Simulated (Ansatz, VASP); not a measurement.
## One calculation of BN, two programs

```
B N
1.0
     0.00000    1.81300    1.86739
     1.81300    0.00000    1.86739
     1.81300    1.81300    0.00000
B N
1 1
Direct
  0.00000 0.00000 0.00000
  0.75000 0.75000 0.75000
```

Change from the starting cell: strain +0.000 along x and y, +0.030 along z, atoms carried along.

Alike in both runs: task single point; functional r2SCAN; k mesh 12 × 12 × 12; occupations gaussian, width 0.05 eV; no spin polarisation.

|  | VASP | Ansatz |
| --- | --- | --- |
| version | VASP 6.6.1 | Ansatz 0.2.0 |
| potentials or method | VASP PAW PBE potentials, release 64 (B, N), cutoff 520 eV | scalar-relativistic, plane waves, PAW |
| valence electrons in the cell | 8 | 8 |

Ansatz gave:

| Item | Value |
| --- | --- |
| gap on the k mesh at the Fermi level (eV) | 4.68 |
| least direct gap on the mesh (eV) | 9.21 |
| pressure (GPa) | -15.6 |
| traceless stress, the component that is largest in VASP (GPa) | -12.74 |

Q: What did VASP give for the same quantities?

A: gap on the k mesh at the Fermi level (eV): 4.66; least direct gap on the mesh (eV): 9.17; pressure (GPa): -14.6; traceless stress, the component that is largest in VASP (GPa): -12.71.

VASP's potentials were made for PBE, not for r2SCAN. The functional is the same, so the differences come from potentials, cutoffs and numerics.
